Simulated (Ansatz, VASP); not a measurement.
# Two plane-wave programs on LiCl

The input INCAR:

```
SYSTEM = LiCl
PREC = Accurate ; ENCUT = 600
EDIFF = 1E-6 ; ISMEAR = 0
SIGMA = 0.02 ; LREAL = Auto
LASPH = .True. ; NELM = 100
ALGO = Normal ; ISIF = 3
LWAVE = .False. ; LCHARG = .False.
GGA = PE ; IBRION = 2
NSW = 65 ; EDIFFG = -0.01
```

KPOINTS

```
Automatic mesh
0
Gamma
  9 9 2
  0 0 0
```

Contents of POSCAR:

```
LiCl
1.0
    3.6417967620      0.0000000000      0.0000000000
   -1.8208983810      3.1538885114      0.0000000000
    0.0000000000      0.0000000000     23.7881152536
Li Cl
8 8
Direct
    0.0000000000      0.0000000000      0.0000000000
    0.3333333333      0.6666666667      0.1250000000
    0.0000000000      0.0000000000      0.2500000000
    0.3333333333      0.6666666667      0.3750000000
    0.0000000000      0.0000000000      0.5000000000
    0.3333333333      0.6666666667      0.6250000000
    0.0000000000      0.0000000000      0.7500000000
    0.6666666667      0.3333333333      0.8750000000
    0.6666666667      0.3333333333      0.0625000000
    0.6666666667      0.3333333333      0.1875000000
    0.6666666667      0.3333333333      0.3125000000
    0.6666666667      0.3333333333      0.4375000000
    0.6666666667      0.3333333333      0.5625000000
    0.6666666667      0.3333333333      0.6875000000
    0.3333333333      0.6666666667      0.8125000000
    0.3333333333      0.6666666667      0.9375000000
```

Input for Ansatz:

```yaml
crystal:
  lattice:
    - [3.641796762, 0.0, 0.0]
    - [-1.820898381, 3.1538885114, 0.0]
    - [0.0, 0.0, 23.7881152536]
  atoms:
    - { symbol: Li, position: [0.0, 0.0, 0.0] }
    - { symbol: Cl, position: [0.6666666667, 0.3333333333, 0.0625] }
    - { symbol: Li, position: [0.3333333333, 0.6666666667, 0.125] }
    - { symbol: Cl, position: [0.6666666667, 0.3333333333, 0.1875] }
    - { symbol: Li, position: [0.0, 0.0, 0.25] }
    - { symbol: Cl, position: [0.6666666667, 0.3333333333, 0.3125] }
    - { symbol: Li, position: [0.3333333333, 0.6666666667, 0.375] }
    - { symbol: Cl, position: [0.6666666667, 0.3333333333, 0.4375] }
    - { symbol: Li, position: [0.0, 0.0, 0.5] }
    - { symbol: Cl, position: [0.6666666667, 0.3333333333, 0.5625] }
    - { symbol: Li, position: [0.3333333333, 0.6666666667, 0.625] }
    - { symbol: Cl, position: [0.6666666667, 0.3333333333, 0.6875] }
    - { symbol: Li, position: [0.0, 0.0, 0.75] }
    - { symbol: Cl, position: [0.3333333333, 0.6666666667, 0.8125] }
    - { symbol: Li, position: [0.6666666667, 0.3333333333, 0.875] }
    - { symbol: Cl, position: [0.3333333333, 0.6666666667, 0.9375] }
basis:
  ecutwfc: 420
kpoints:
  mp_grid: { grid: [9, 9, 2] }
hamiltonian:
  xc: pbe
scf:
  occupations: { method: gaussian, width: 0.02 }
output:
  forces: true
  stress: true
  eigenvalues: true
  populations: true
relax:
  adjacent_minimum: "off"
  f_tol: 0.01
  max_steps: 45
  cell: { stress_tol: 0.05 }
```

Alike in both runs: task relaxation of cell and atoms; functional PBE; k mesh 9 × 9 × 2; occupations gaussian, width 0.02 eV; no spin polarisation.

```csv
,VASP,Ansatz
version,VASP 6.6.1,Ansatz 0.2.0
potentials or method,"VASP PAW PBE potentials, release 64 (Li_sv, Cl), cutoff 600 eV","scalar-relativistic, plane waves, PAW"
valence electrons in the cell,80,80
```

```tsv
	VASP	Ansatz	Ansatz less VASP
gap on the k mesh at the Fermi level, each at its own relaxed structure (eV)	5.40	5.37	-0.025
relaxed volume (Å³/atom)	17.77	17.83	+0.063
relaxed cell length with the largest relative difference (Å)	3.582	3.587	+0.0046
```

Noted on VASP's run: the cutoff is short for stress, so the pressure is rough.
